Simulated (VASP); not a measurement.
# CdSe (F-43m) in VASP: single point with PBEsol

Aim: the single point of CdSe with PBEsol.

All numbers are computed with VASP 6.6.1; they aren't measurements. Logs are shortened: lines on timing, memory, paths and dates and some standing lists are left out, and cuts for length are marked.

## 1. The cell of the first run

It takes space group F-43m (No. 216, cubic). Conventional cell: a = 6.082 Å, b = 6.082 Å, c = 6.082 Å, α = 90.00°, β = 90.00°, γ = 90.00°. Within 3.5 Å of Cd (site symmetry -43m) lie 4 Se at 2.63 Å. Within 3.5 Å of Se (site symmetry -43m) lie 4 Cd at 2.63 Å.

## 2. Single point, PBEsol

INCAR reads:

```
  PREC = Accurate
  ENCUT = 500
  EDIFF = 1E-6
  ISMEAR = 0
  SIGMA = 0.01
  LREAL = F
  LASPH = T
  NELM = 120
  ALGO = Normal
  ISIF = 2
  LWAVE = F
  LCHARG = F
  GGA = PS
  NBANDS = 16
  GGA_COMPAT = F
```

KPOINTS reads:

```
regular mesh
0
Gamma
  8 8 8
```

POSCAR reads:

```
CdSe
1.0
    0.0000000000      3.0410731557      3.0410731557
    3.0410731557      0.0000000000      3.0410731557
    3.0410731557      3.0410731557      0.0000000000
Cd Se
1 1
Direct
    0.0000000000      0.0000000000      0.0000000000
    0.2500000000      0.2500000000      0.2500000000
```

Potentials or basis: VASP PAW PBE potentials, release 64 (Cd, Se).

On the command line:

```
cat potpaw_PBE.64/Cd/POTCAR potpaw_PBE.64/Se/POTCAR > POTCAR
mpirun -np 1 vasp_std > vasp.out
```

OUTCAR:

```text
PREC = Accurate
   ENCUT = 500
   EDIFF = 1E-6
   ISMEAR = 0
   LREAL = F
   LASPH = T
   NELM = 120
   ISIF = 2
   GGA = PS

 ion  position               nearest neighbor table
   1  0.000  0.000  0.000-   2 2.63   2 2.63   2 2.63   2 2.63
   2  0.250  0.250  0.250-   1 2.63   1 2.63   1 2.63   1 2.63

  LATTYP: Found a face centered cubic cell.
 ALAT       =     6.0821463114

  Lattice vectors:

 A1 = (   0.0000000000,   3.0410731557,   3.0410731557)
 A2 = (   3.0410731557,   0.0000000000,   3.0410731557)
 A3 = (   3.0410731557,   3.0410731557,   0.0000000000)

Analysis of symmetry for initial positions (statically):
=====================================================================
 Subroutine PRICEL returns:
 Original cell was already a primitive cell.

 Routine SETGRP: Setting up the symmetry group for a
 face centered cubic supercell.

 Subroutine GETGRP returns: Found 24 space group operations
 (whereof 24 operations were pure point group operations)
 out of a pool of 48 trial point group operations.

The static configuration has the point symmetry T_d .

Analysis of symmetry for dynamics (positions and initial velocities):
=====================================================================
 Subroutine PRICEL returns:
 Original cell was already a primitive cell.

 Routine SETGRP: Setting up the symmetry group for a
 face centered cubic supercell.

 Subroutine GETGRP returns: Found 24 space group operations
 (whereof 24 operations were pure point group operations)
 out of a pool of 48 trial point group operations.

The dynamic configuration has the point symmetry T_d .

 Subroutine INISYM returns: Found 24 space group operations
 (whereof 24 operations are pure point group operations),
 and found     1 'primitive' translations

----------------------------------------------------------------------------------------

                                     Primitive cell

  volume of cell :      56.2485

  direct lattice vectors                    reciprocal lattice vectors
     0.000000000  3.041073156  3.041073156    -0.164415644  0.164415644  0.164415644
     3.041073156  0.000000000  3.041073156     0.164415644 -0.164415644  0.164415644
     3.041073156  3.041073156  0.000000000     0.164415644  0.164415644 -0.164415644

  length of vectors
     4.300726901  4.300726901  4.300726901     0.284776248  0.284776248  0.284776248

  position of ions in fractional coordinates (direct lattice)
     0.000000000  0.000000000  0.000000000
     0.250000000  0.250000000  0.250000000

  ion indices of the primitive-cell ions
   primitive index   ion index
                 1           1
                 2           2

----------------------------------------------------------------------------------------

 KPOINTS: regular mesh

Automatic generation of k-mesh.
 Grid dimensions read from file:
 generate k-points for:    8    8    8

 Generating k-lattice:

  Cartesian coordinates                     Fractional coordinates (reciprocal lattice)
    -0.020551955  0.020551955  0.020551955     0.125000000  0.000000000  0.000000000
     0.020551955 -0.020551955  0.020551955     0.000000000  0.125000000  0.000000000
     0.020551955  0.020551955 -0.020551955     0.000000000  0.000000000  0.125000000

  Length of vectors
     0.035597031  0.035597031  0.035597031

  Shift w.r.t. Gamma in fractional coordinates (k-lattice)
     0.000000000  0.000000000  0.000000000

 Subroutine IBZKPT returns following result:
 ===========================================

 Found     29 irreducible k-points:

 Following reciprocal coordinates:
            Coordinates               Weight
  0.000000  0.000000  0.000000      1.000000
  0.125000  0.000000  0.000000      8.000000
  0.250000  0.000000  0.000000      8.000000
  0.375000  0.000000  0.000000      8.000000
  0.500000  0.000000  0.000000      4.000000
  0.125000  0.125000  0.000000      6.000000
[... 16 lines left out ...]
  0.500000  0.250000  0.125000     48.000000
 -0.375000  0.250000  0.125000     24.000000
 [... further k-points ...]
   k-points           NKPTS =     29   k-points in BZ     NKDIM =     29   number of bands    NBANDS=     16
   number of dos      NEDOS =    301   number of ions     NIONS =      2
   total plane-waves  NPLWV =  32768
   dimension x,y,z NGX =    32 NGY =   32 NGZ =   32
   dimension x,y,z NGXF=    64 NGYF=   64 NGZF=   64
   ions per type =               1   1
   NGX,Y,Z   is equivalent  to a cutoff of  12.37, 12.37, 12.37 a.u.
   NGXF,Y,Z  is equivalent  to a cutoff of  24.74, 24.74, 24.74 a.u.
 SYSTEM =  unknown system
   PREC   = accura    normal or accurate (medium, high low for compatibility)
   ISTART =      0    job   : 0-new  1-cont  2-samecut
   ICHARG =      2    charge: 1-file 2-atom 10-const
   ISPIN  =      1    spin polarized calculation?
   LNONCOLLINEAR =      F non collinear calculations
   LSORBIT =      F    spin-orbit coupling
   LASPH  =      T    aspherical Exc in radial PAW
   ENCUT  =  500.0 eV  36.75 Ry    6.06 a.u.   7.84  7.84  7.84*2*pi/ulx,y,z
   NELM   =    120;   NELMIN=  2; NELMDL= -5     # of ELM steps
   EDIFF  = 0.1E-05   stopping-criterion for ELM
   LREAL  =      F    real-space projection
   EDIFFG = 0.1E-04   stopping-criterion for IOM
   NSW    =      0    number of steps for IOM
   IBRION =     -1    ionic relax: 0-MD 1-quasi-New 2-CG
   NFREE  =      0    steps in history (QN), initial steepest desc. (CG)
   ISIF   =      2    stress and relaxation
   ISYM   =      2    0-nonsym 1-usesym 2-fastsym
   POTIM  = 0.5000    time-step for ionic-motion
   TEBEG  =    0.0;   TEEND  =   0.0 temperature during run
   PSTRESS=    0.0 pullay stress
   NELECT =      18.0000    total number of electrons
   NUPDOWN=      -1.0000    fix difference up-down
   EMIN   =  10.00;   EMAX   =-10.00  energy-range for DOS
   EFERMI =   0.00;   METHOD = LEGACY
   ISMEAR =     0;   SIGMA  =   0.01  broadening in eV -4-tet -1-fermi 0-gaus
   EFERMI_NEDOS =   21; number of points for ismear=-14 and -15
   IALGO  =     38    algorithm
   IMIX   =      4    mixing-type and parameters
     AMIX     =   0.40;   BMIX     =  1.00
     AMIX_MAG =   1.60;   BMIX_MAG =  1.00
  volume/ion in A,a.u.               =      28.12       189.79
  Fermi-wavevector in a.u.,A,eV,Ry     =   1.119770  2.116058 17.060137  1.253885
  Thomas-Fermi vector in A             =   2.256411
   LORBIT       =      0    0 simple, 1 ext, 2 COOP (PROOUT), +10 PAW based schemes
   GGA     = PS    functional components
   LHFCALC =     F    Hartree Fock is set to
   AEXX    =    0.0000 exact exchange contribution
   IVDW    =     0    specifies the selected vdW correction
   LEPSILON=     F    determine dielectric tensor
   LRPA    =     F    only Hartree local field effects (RPA)
 non-spin polarized calculation
 Gauss-broadening in eV      SIGMA  =   0.01
  energy-cutoff  :      500.00
  volume of cell :       56.25
 maximum number of plane-waves:      1458
   NGX = 15   NGY = 15   NGZ = 15

 number of electron      18.0000002 magnetization

 Free energy of the ion-electron system (eV)
  ---------------------------------------------------
  ext. energy  EPLUGINS =         0.00000000
  ---------------------------------------------------
  free energy    TOTEN  =        -6.17700079 eV

  energy without entropy =       -6.17700079  energy(sigma->0) =       -6.17700079

 E-fermi :   0.8670     XC(G=0):  -9.0998

 val. band max:        0.8131429622   @ k =   0.0000   0.0000   0.0000
 cond. band min:       1.2958949468   @ k =   0.0000   0.0000   0.0000
 fundamental gap:      0.4827519846
 Fermi energy:         0.8669644211

 k-point     1 :       0.0000    0.0000    0.0000
  band No.  band energies     occupation
      1     -11.8117      2.00000
      2      -7.1002      2.00000
      3      -7.1002      2.00000
      4      -7.1002      2.00000
      5      -6.7186      2.00000
      6      -6.7186      2.00000
[... 8 lines left out ...]
     15      11.8785      0.00000
     16      11.8785      0.00000

 k-point     2 :       0.1250    0.0000    0.0000
  band No.  band energies     occupation
      1     -11.7570      2.00000
      2      -7.0827      2.00000
      3      -7.0827      2.00000
      4      -7.0531      2.00000
      5      -6.7196      2.00000
      6      -6.7196      2.00000
[... 8 lines left out ...]
     15      11.0667      0.00000
     16      11.1386      0.00000

 k-point     3 :       0.2500    0.0000    0.0000
  band No.  band energies     occupation
      1     -11.6233      2.00000
      2      -7.0446      2.00000
      3      -7.0446      2.00000
      4      -6.8910      2.00000
      5      -6.7167      2.00000
      6      -6.7167      2.00000
[... 8 lines left out ...]
     15      10.8159      0.00000
     16      10.8159      0.00000

 k-point     4 :       0.3750    0.0000    0.0000
  band No.  band energies     occupation
      1     -11.4877      2.00000
      2      -7.0144      2.00000
      3      -7.0144      2.00000
      4      -6.7037      2.00000
      5      -6.7037      2.00000
      6      -6.6115      2.00000
[... 8 lines left out ...]
     15      11.7038      0.00000
     16      11.7038      0.00000

 k-point     5 :       0.5000    0.0000    0.0000
  band No.  band energies     occupation
      1     -11.4312      2.00000
      2      -7.0048      2.00000
      3      -7.0048      2.00000
      4      -6.6948      2.00000
      5      -6.6948      2.00000
      6      -6.4255      2.00000
[... 8 lines left out ...]
     15      12.8922      0.00000
     16      12.8922      0.00000

 k-point     6 :       0.1250    0.1250    0.0000
  band No.  band energies     occupation
      1     -11.7389      2.00000
      2      -7.0659      2.00000
      3      -7.0659      2.00000
      4      -7.0597      2.00000
      5      -6.7304      2.00000
      6      -6.7099      2.00000
[... 8 lines left out ...]
     15      11.6485      0.00000
     16      12.0127      0.00000
[... 267 lines left out ...]
 k-point    21 :       0.5000    0.5000    0.0000
  band No.  band energies     occupation
      1     -11.3114      2.00000
      2      -6.9098      2.00000
      3      -6.8341      2.00000
      4      -6.8341      2.00000
      5      -6.6588      2.00000
      6      -6.3626      2.00000
[... 8 lines left out ...]
     15      13.1966      0.00000
     16      14.1260      0.00000

 k-point    22 :       0.3750    0.2500    0.1250
  band No.  band energies     occupation
      1     -11.5243      2.00000
      2      -7.0029      2.00000
      3      -6.9830      2.00000
      4      -6.8369      2.00000
      5      -6.7116      2.00000
      6      -6.6737      2.00000
[... 8 lines left out ...]
     15      12.2802      0.00000
     16      13.4051      0.00000

 k-point    23 :       0.5000    0.2500    0.1250
  band No.  band energies     occupation
      1     -11.4166      2.00000
      2      -6.9739      2.00000
      3      -6.9557      2.00000
      4      -6.7669      2.00000
      5      -6.6966      2.00000
      6      -6.4851      2.00000
[... 8 lines left out ...]
     15      12.6045      0.00000
     16      13.3091      0.00000

 k-point    24 :      -0.3750    0.2500    0.1250
  band No.  band energies     occupation
      1     -11.3721      2.00000
      2      -6.9688      2.00000
      3      -6.9431      2.00000
      4      -6.7396      2.00000
      5      -6.7024      2.00000
      6      -6.3375      2.00000
[... 8 lines left out ...]
     15      12.3729      0.00000
     16      13.3516      0.00000

 [... further k-points ...]
[... 5 lines left out ...]
  --------------------------------------------------------------------------------------
  -------------------------------------------------------------------------------------
  Total        0.1130667      0.1130667      0.1130667      0.0000000     -0.0000000      0.0000000
  in kB        3.2205832      3.2205832      3.2205832      0.0000000     -0.0000000      0.0000000
  external PRESSURE =       3.2205832 kB  Pullay stress =       0.0000000 kB

 VOLUME and BASIS-vectors are now :
 -----------------------------------------------------------------------------
  energy-cutoff  :      500.00
  volume of cell :       56.25
      direct lattice vectors                 reciprocal lattice vectors
     0.000000000  3.041073156  3.041073156    -0.164415644  0.164415644  0.164415644
     3.041073156  0.000000000  3.041073156     0.164415644 -0.164415644  0.164415644
     3.041073156  3.041073156  0.000000000     0.164415644  0.164415644 -0.164415644

 POSITION                                       TOTAL-FORCE (eV/Angst)
 -----------------------------------------------------------------------------------
      0.00000      0.00000      0.00000         0.000000      0.000000     -0.000000
      1.52054      1.52054      1.52054        -0.000000     -0.000000      0.000000
 -----------------------------------------------------------------------------------
    total drift:                                0.000000      0.000000      0.000000

  FREE ENERGIE OF THE ION-ELECTRON SYSTEM (eV)
  ---------------------------------------------------
  free  energy   TOTEN  =        -6.1770007906 eV

  energy  without entropy=       -6.1770007906  energy(sigma->0) =       -6.17700079
```

Wall time 26 s (1 thread of Intel Xeon 8259CL, shared host); peak memory 0.18 GiB.

What came out:

```
Free energy            : -6.1770 eV
Pressure               : 0.3 GPa
Band gap on the k mesh : 0.48 eV
```

Caveat: semilocal functionals underestimate gaps, and a narrow one can read as zero; the PAW data sets were made with another functional, which shifts forces and pressure a little.
